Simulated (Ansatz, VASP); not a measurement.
# One calculation of As, two programs

```
As
1.0
     2.98761    0.00000    0.00000
    -1.49380    2.58734    0.00000
     0.00000    0.00000    4.56569
As
2
Direct
  0.33333 0.66667 0.25000
  0.66667 0.33333 0.75000
```

Alike in both runs: task single point; functional PBEsol; k mesh 13 × 13 × 8; occupations fermi-dirac, width 0.1 eV; no spin polarisation.

|  | VASP | Ansatz |
| --- | --- | --- |
| version | VASP 6.6.1 | Ansatz 0.2.0 |
| potentials or method | VASP PAW PBE potentials, release 64 (As), cutoff 520 eV | plane waves (420 eV) with PAW, scalar-relativistic |
| valence electrons in the cell | 10 | 30 |

|  | VASP | Ansatz | Ansatz less VASP |
| --- | --- | --- | --- |
| pressure (GPa) | 4.4 | 4.1 | -0.28 |
| traceless stress, the component that is largest in VASP (GPa) | 0.17 | 0.16 | -0.010 |

VASP's potentials were made for PBE, not for PBEsol, and Ansatz warns of the same on its side. The functional is the same, so the differences come from potentials, cutoffs and numerics. VASP's potentials hold 10 valence electrons a cell and Ansatz's 30, so a difference there can come from the potentials and not from the codes.
